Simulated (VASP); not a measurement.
Set up this calculation in VASP 6.6.1, as the native input.

* Task: single point
* Functional: r2SCAN
* Potentials or basis: VASP PAW PBE potentials, release 64 (Sn_d, O)
* Cutoff: 520 eV
* k mesh: 12 × 12 × 12
* Occupations: gaussian, width 0.05 eV
* Spin: no spin polarisation
* Dipole correction: no
* Further INCAR settings: ALGO = Normal; EDIFF = 1e-06; NBANDS = 20

Crystal: SnO2.

```xyz
3
Lattice="1.6392 0.9464 4.6717 -1.6392 0.9464 4.6717 0.0000 -1.8928 4.6717" Properties=species:S:1:pos:R:3 pbc="T T T"
Sn    0.0000    0.0000    7.0076
O     0.0000    0.0000    3.3240
O     0.0000    0.0000   10.6912
```

This cell differs from its parent crystal: ratio of the length along z to the lengths across it x 0.96, volume and fractional coordinates fixed.

The input as run:

POSCAR

```
SnO2
1.0
    1.6392477882      0.9464201518      4.6717078071
   -1.6392477882      0.9464201518      4.6717078071
    0.0000000000     -1.8928403036      4.6717078071
Sn O
1 2
Direct
    0.5000000000      0.5000000000      0.5000000000
    0.2371700000      0.2371700000      0.2371700000
    0.7628300000      0.7628300000      0.7628300000
```

INCAR.step1

```
ALGO = Normal ; EDIFF = 1E-4
ENCUT = 520 ; GGA = PE
ISMEAR = 0 ; LASPH = True
LCHARG = False ; LREAL = False
LWAVE = True ; NBANDS = 20
NELM = 60 ; PREC = Accurate
SIGMA = 0.05
```

INCAR.step2

```
ALGO = Normal ; EDIFF = 1E-6
ENCUT = 520 ; ISIF = 2
ISMEAR = 0 ; ISTART = 1
LASPH = True ; LCHARG = True
LELF = True ; LMIXTAU = True
LREAL = False ; LVHAR = True
LWAVE = False ; METAGGA = R2SCAN
NBANDS = 20 ; NELM = 60
PREC = Accurate ; SIGMA = 0.05
```

KPOINTS

```
k-points
0
Gamma
  12 12 12
```

Potentials or basis: VASP PAW PBE potentials, release 64 (Sn_d, O).

Command:

```sh
$ cat potpaw_PBE.64/Sn_d/POTCAR potpaw_PBE.64/O/POTCAR > POTCAR
$ cp INCAR.step1 INCAR
$ mpirun -np 1 vasp_std > vasp.out
$ cp INCAR.step2 INCAR
$ mpirun -np 1 vasp_std > vasp.out
```

Results of the run:

```yaml
Pressure: -8.7 GPa
Largest_force: 0.431 eV/Å
Band_gap_on_the_k_mesh: 2.13 eV, indirect (least direct gap 2.21 eV)
```

Caveat: the PAW data sets were made with another functional, which shifts forces and pressure a little; spin-orbit coupling is left out, which moves the levels of the heavy elements.

It took 16 min on 1 thread of AMD EPYC 9R45 96-Core Processor (Zen 5), with other jobs on the host, peak memory 0.32 GiB.
